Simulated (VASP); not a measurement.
# SiGe (P6_3mc) in VASP: further runs

Runs on SiGe. Level: PBEsol. Tasks: single point.

All numbers are computed with VASP 6.6.1; they aren't measurements. Logs are shortened: lines on timing, memory, paths and dates and some standing lists are left out, and cuts for length are marked.

**1. The cell of the first run**

It takes space group P6_3mc (No. 186, hexagonal). Conventional cell: a = 4.122 Å, b = 4.122 Å, c = 5.788 Å, α = 90.00°, β = 90.00°, γ = 120.00°. Within 2.9 Å of Si (site symmetry 3m) lie 4 Ge at 2.17 to 2.49 Å. Within 2.9 Å of Ge (site symmetry 3m) lie 4 Si at 2.17 to 2.49 Å.

**2. Single point, PBEsol**

Input file INCAR:

```
ALGO = Normal
EDIFF = 1E-6
ENCUT = 520
GGA = PS
ISIF = 2
ISMEAR = 0
LASPH = True
LCHARG = True
LELF = True
LREAL = False
LVHAR = True
LWAVE = False
NBANDS = 26
NELM = 100
PREC = Accurate
SIGMA = 0.03
```

Input file KPOINTS:

```
k-points
0
Gamma
  12 12 6
```

Input file POSCAR:

```
SiGe
1.0
    4.1218011386      0.0000000000      0.0000000000
   -2.0609005693      3.5695844954      0.0000000000
    0.0000000000      0.0000000000      5.7883979793
Si Ge
2 2
Direct
    0.6666666667      0.3333333333      0.8746070000
    0.3333333333      0.6666666667      0.3746070000
    0.6666666667      0.3333333333      0.5003920000
    0.3333333333      0.6666666667      0.0003920000
```

Potentials or basis: VASP PAW PBE potentials, release 64 (Si, Ge_d).

Launch:

```console
> cat potpaw_PBE.64/Si/POTCAR potpaw_PBE.64/Ge_d/POTCAR > POTCAR
> mpirun -np 1 vasp_std > vasp.out
```

OUTCAR:

```text
EDIFF = 1E-6
   ENCUT = 520
   GGA = PS
   ISIF = 2
   ISMEAR = 0
   LASPH = True
   LREAL = False
   NELM = 100
   PREC = Accurate

 ion  position               nearest neighbor table
   1  0.667  0.333  0.875-   3 2.17   4 2.49   4 2.49   4 2.49
   2  0.333  0.667  0.375-   4 2.17   3 2.49   3 2.49   3 2.49
   3  0.667  0.333  0.500-   1 2.17   2 2.49   2 2.49   2 2.49
   4  0.333  0.667  0.000-   2 2.17   1 2.49   1 2.49   1 2.49

  LATTYP: Found a hexagonal cell.
 ALAT       =     4.1218011386
 C/A-ratio  =     1.4043370324

  Lattice vectors:

 A1 = (   4.1218011386,   0.0000000000,   0.0000000000)
 A2 = (  -2.0609005693,   3.5695844954,   0.0000000000)
 A3 = (   0.0000000000,   0.0000000000,   5.7883979793)

Analysis of symmetry for initial positions (statically):
=====================================================================
 Subroutine PRICEL returns:
 Original cell was already a primitive cell.

 Routine SETGRP: Setting up the symmetry group for a
 hexagonal supercell.

 Subroutine GETGRP returns: Found 12 space group operations
 (whereof  6 operations were pure point group operations)
 out of a pool of 24 trial point group operations.

The static configuration has the point symmetry C_3v.
 The point group associated with its full space group is C_6v.

Analysis of symmetry for dynamics (positions and initial velocities):
=====================================================================
 Subroutine PRICEL returns:
 Original cell was already a primitive cell.

 Routine SETGRP: Setting up the symmetry group for a
 hexagonal supercell.

 Subroutine GETGRP returns: Found 12 space group operations
 (whereof  6 operations were pure point group operations)
 out of a pool of 24 trial point group operations.

The dynamic configuration has the point symmetry C_3v.
 The point group associated with its full space group is C_6v.

 Subroutine INISYM returns: Found 12 space group operations
 (whereof  6 operations are pure point group operations),
 and found     1 'primitive' translations

----------------------------------------------------------------------------------------

                                     Primitive cell

  volume of cell :      85.1654

[... 84 lines left out ...]
   ISTART =      0    job   : 0-new  1-cont  2-samecut
   ICHARG =      2    charge: 1-file 2-atom 10-const
   ISPIN  =      1    spin polarized calculation?
   LNONCOLLINEAR =      F non collinear calculations
   LSORBIT =      F    spin-orbit coupling
   LASPH  =      T    aspherical Exc in radial PAW
   ENCUT  =  520.0 eV  38.22 Ry    6.18 a.u.   7.66  7.66 10.76*2*pi/ulx,y,z
   NELM   =    100;   NELMIN=  2; NELMDL= -5     # of ELM steps
   EDIFF  = 0.1E-05   stopping-criterion for ELM
   LREAL  =      F    real-space projection
   EDIFFG = 0.1E-04   stopping-criterion for IOM
   NSW    =      0    number of steps for IOM
   IBRION =     -1    ionic relax: 0-MD 1-quasi-New 2-CG
   NFREE  =      0    steps in history (QN), initial steepest desc. (CG)
   ISIF   =      2    stress and relaxation
   ISYM   =      2    0-nonsym 1-usesym 2-fastsym
   POTIM  = 0.5000    time-step for ionic-motion
   TEBEG  =    0.0;   TEEND  =   0.0 temperature during run
   PSTRESS=    0.0 pullay stress
   NELECT =      36.0000    total number of electrons
   NUPDOWN=      -1.0000    fix difference up-down
   EMIN   =  10.00;   EMAX   =-10.00  energy-range for DOS
   EFERMI =   0.00;   METHOD = LEGACY
   ISMEAR =     0;   SIGMA  =   0.03  broadening in eV -4-tet -1-fermi 0-gaus
   EFERMI_NEDOS =   21; number of points for ismear=-14 and -15
   IALGO  =     38    algorithm
   IMIX   =      4    mixing-type and parameters
     AMIX     =   0.40;   BMIX     =  1.00
     AMIX_MAG =   1.60;   BMIX_MAG =  1.00
  volume/ion in A,a.u.               =      21.29       143.68
  Fermi-wavevector in a.u.,A,eV,Ry     =   1.228631  2.321775 20.538443  1.509533
  Thomas-Fermi vector in A             =   2.363549
   LORBIT       =      0    0 simple, 1 ext, 2 COOP (PROOUT), +10 PAW based schemes
   GGA     = PS    functional components
   LHFCALC =     F    Hartree Fock is set to
   AEXX    =    0.0000 exact exchange contribution
   IVDW    =     0    specifies the selected vdW correction
   LEPSILON=     F    determine dielectric tensor
   LRPA    =     F    only Hartree local field effects (RPA)
 non-spin polarized calculation
 Gauss-broadening in eV      SIGMA  =   0.03
  energy-cutoff  :      520.00
  volume of cell :       85.17
 maximum number of plane-waves:      2326
 NGX is ok and might be reduce to    32

 number of electron      36.0000008 magnetization

 Free energy of the ion-electron system (eV)
  ---------------------------------------------------
  ext. energy  EPLUGINS =         0.00000000
  ---------------------------------------------------
  free energy    TOTEN  =       -20.17576826 eV

  energy without entropy =      -20.17536590  energy(sigma->0) =      -20.17556708

 E-fermi :   5.2224     XC(G=0):  -9.8469

 val. band max:        5.2190817851   @ k =   0.0833   0.0000   0.1667
 cond. band min:       5.2831640698   @ k =   0.5000   0.0000   0.1667
 fundamental gap:      0.0640822848
 Fermi energy:         5.2223968804

 k-point     1 :       0.0000    0.0000    0.0000
  band No.  band energies     occupation
      1     -19.0432      2.00000
      2     -19.0383      2.00000
      3     -19.0112      2.00000
      4     -19.0112      2.00000
      5     -19.0076      2.00000
      6     -19.0076      2.00000
[... 685 lines left out ...]
     25      12.1746      0.00000
     26      12.4318      0.00000

 [... further k-points ...]
[... 5 lines left out ...]
  --------------------------------------------------------------------------------------
  -------------------------------------------------------------------------------------
  Total       -4.9366824     -4.9366824     16.0906250      0.0000000      0.0000000      0.0000000
  in kB      -92.8715475    -92.8715475    302.7055683      0.0000000      0.0000000      0.0000000
  external PRESSURE =      38.9874911 kB  Pullay stress =       0.0000000 kB

 VOLUME and BASIS-vectors are now :
 -----------------------------------------------------------------------------
  energy-cutoff  :      520.00
  volume of cell :       85.17
      direct lattice vectors                 reciprocal lattice vectors
     4.121801139  0.000000000  0.000000000     0.242612384  0.140072325  0.000000000
    -2.060900569  3.569584495  0.000000000     0.000000000  0.280144650  0.000000000
     0.000000000  0.000000000  5.788397979     0.000000000  0.000000000  0.172759372

 POSITION                                       TOTAL-FORCE (eV/Angst)
 -----------------------------------------------------------------------------------
      2.06090      1.18986      5.06257         0.000000     -0.000000      2.665205
     -0.00000      2.37972      2.16837        -0.000000      0.000000      2.665205
      2.06090      1.18986      2.89647        -0.000000     -0.000000     -2.665205
     -0.00000      2.37972      0.00227         0.000000      0.000000     -2.665205
 -----------------------------------------------------------------------------------
    total drift:                                0.000000      0.000000      0.000360

  FREE ENERGIE OF THE ION-ELECTRON SYSTEM (eV)
  ---------------------------------------------------
  free  energy   TOTEN  =       -20.1757682579 eV

  energy  without entropy=      -20.1753659019  energy(sigma->0) =      -20.17556708
```

OSZICAR:

```text
N       E                     dE             d eps       ncg     rms          rms(c)
DAV:   1     0.265878515968E+03    0.26588E+03   -0.17620E+04  4612   0.297E+03
DAV:   2     0.229539549322E+02   -0.24292E+03   -0.23413E+03  3976   0.639E+02
DAV:   3    -0.188957758398E+02   -0.41850E+02   -0.41386E+02  4812   0.155E+02
DAV:   4    -0.206276349063E+02   -0.17319E+01   -0.17286E+01  4774   0.353E+01
DAV:   5    -0.206643204445E+02   -0.36686E-01   -0.36675E-01  4880   0.569E+00    0.611E+00
DAV:   6    -0.203157397282E+02    0.34858E+00   -0.17835E-01  4522   0.279E+00    0.352E+00
DAV:   7    -0.201734449747E+02    0.14229E+00   -0.36656E-01  4992   0.355E+00    0.333E-01
DAV:   8    -0.201752749447E+02   -0.18300E-02   -0.49464E-02  4558   0.151E+00    0.274E-01
DAV:   9    -0.201756622488E+02   -0.38730E-03   -0.23386E-03  5036   0.400E-01    0.154E-01
DAV:  10    -0.201757783523E+02   -0.11610E-03   -0.11642E-03  4544   0.261E-01    0.433E-02
DAV:  11    -0.201757642741E+02    0.14078E-04   -0.14583E-04  4584   0.112E-01    0.184E-02
DAV:  12    -0.201757633255E+02    0.94856E-06   -0.15455E-05  4386   0.226E-02    0.198E-02
DAV:  13    -0.201757682984E+02   -0.49729E-05   -0.75212E-06  3700   0.167E-02    0.420E-03
DAV:  14    -0.201757682579E+02    0.40521E-07   -0.12054E-06  3474   0.882E-03
   1 F= -.20175768E+02 E0= -.20175567E+02  d E =-.402356E-03
```

It took 2 min on 1 thread of Intel Xeon Platinum 8124M at 3.00GHz (Skylake/Cascade Lake), shared host; peak memory 0.29 GiB.

Results:

```
Free energy            : -20.1758 eV
Pressure               : 3.9 GPa
Largest force          : 2.665 eV/Å
Band gap on the k mesh : zero (band 18 reaches 5.70 eV, above the bottom of band 19 at 4.99 eV)
```

Forces on the atoms (eV/Å):
```
Si   0.000  0.000  2.665
Si   0.000  0.000  2.665
Ge   0.000  0.000 -2.665
Ge   0.000  0.000 -2.665
```

Caveat: the PAW data sets were made with another functional, which shifts forces and pressure a little.

**3. Single point, PBEsol**

This run uses another cell than the first one, of the same volume but with other edges.

Input file INCAR:

```
SYSTEM = SiGe
PREC = Accurate
ENCUT = 520
EDIFF = 1E-6
ISMEAR = 0
SIGMA = 0.03
LREAL = .False.
LASPH = .True.
NELM = 100
ALGO = Normal
ISIF = 2
LWAVE = .False.
LCHARG = .False.
GGA = PS
NBANDS = 26
```

Input file KPOINTS:

```
regular mesh
0
Gamma
  12 12 6
  0 0 0
```

Input file POSCAR:

```
SiGe
1.0
    3.6742293450      0.0000000000      0.0000000000
   -1.8371146725      3.1819759521      0.0000000000
    0.0000000000      0.0000000000      7.2845030610
Si Ge
2 2
Direct
    0.6666666667      0.3333333333      0.8746070000
    0.3333333333      0.6666666667      0.3746070000
    0.6666666667      0.3333333333      0.5003920000
    0.3333333333      0.6666666667      0.0003920000
```

Potentials or basis: VASP PAW PBE potentials, release 64 (Si, Ge_d).

Launch:

```console
> cat potpaw_PBE.64/Si/POTCAR potpaw_PBE.64/Ge_d/POTCAR > POTCAR
> mpirun -np 1 vasp_std > vasp.out
```

Wall time 1.7 min (1 thread of Intel Xeon Platinum 8124M at 3.00GHz (Skylake/Cascade Lake), shared host); peak memory 0.29 GiB.

It converged, with:

* Free energy: -20.2744 eV
* Pressure: 3.5 GPa
* Largest force: 0.968 eV/Å
* Band gap on the k mesh: zero (band 18 reaches 5.71 eV, above the bottom of band 19 at 5.03 eV)

Forces in eV/Å, atoms in the order of the input:
```
Si   0.000  0.000 -0.968
Si   0.000  0.000 -0.968
Ge   0.000  0.000  0.968
Ge   0.000  0.000  0.968
```

Stress tensor (GPa, compression positive):
```
 12.12   0.00   0.00
  0.00  12.12   0.00
  0.00   0.00 -13.82
```

Levels at points of the mesh, in eV from the Fermi level:
| k point | band 14 | band 15 | band 16 | band 17 | band 18 | band 19 | band 20 | band 21 | band 22 | band 23 |
| --- | --- | --- | --- | --- | --- | --- | --- | --- | --- | --- |
| (0.00, 0.00, 0.00) | -0.82 | -0.64 | -0.36 | -0.36 | 0.43 | 0.43 | 2.60 | 3.32 | 3.32 | 3.77 |
| (0.50, 0.00, 0.00) | -6.84 | -4.16 | -2.48 | -2.30 | -1.45 | 1.36 | 1.37 | 2.72 | 3.03 | 3.51 |
| (0.00, 0.00, 0.50) | -4.98 | -0.02 | -0.02 | -0.02 | -0.02 | 3.01 | 3.01 | 3.94 | 3.94 | 3.94 |
| (0.50, 0.00, 0.50) | -7.48 | -2.70 | -2.70 | -1.93 | -1.93 | 0.36 | 0.36 | 2.04 | 2.04 | 6.06 |

Caveat: the PAW data sets were made with another functional, which shifts forces and pressure a little.
